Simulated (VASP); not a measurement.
Here is a VASP 6.6.1 calculation.

File INCAR:

```
PREC     = Accurate       # precision mode
ENCUT    = 520            # plane-wave cutoff, eV
EDIFF    = 1E-6           # SCF threshold, eV
ISMEAR   = 0              # smearing method
SIGMA    = 0.02           # smearing width, eV
LREAL    = F              # projectors in reciprocal space
LASPH    = T              # aspherical terms in the spheres
NELM     = 60             # most SCF steps
ALGO     = Normal         # electronic algorithm
ISIF     = 2              # what is computed and relaxed
LWAVE    = F              # write WAVECAR
LCHARG   = F              # write CHGCAR
LDIPOL   = T            
IDIPOL   = 3            
DIPOL    = 0.5 0.5 0.500
GGA      = PE             # functional
NBANDS   = 12             # bands
```

The input KPOINTS:

```
regular mesh
0
Gamma
  9 9 1
```

The input POSCAR:

```
As
1.0
    3.7280000000      0.0000000000      0.0000000000
   -1.8640000000      3.2285427053      0.0000000000
    0.0000000000      0.0000000000     28.0000000000
As
2
Direct
    0.3333333333      0.6666666667      0.5212857143
    0.6666666667      0.3333333333      0.4787142857
```

Potentials or basis: VASP PAW PBE potentials, release 64 (As).

Run with:

```bash
$ cat potpaw_PBE.64/As/POTCAR > POTCAR
$ mpirun -np 1 vasp_std > vasp.out
```

Q: What does it give for the band gap on the k mesh?

A: 0.42 eV, indirect (least direct gap 0.45 eV).

Q: Estimate the largest force.

A: 2.142 eV/Å.

Forces in eV/Å, atoms in the order of the input:
```
As   0.000  0.000  2.142
As   0.000  0.000 -2.142
```
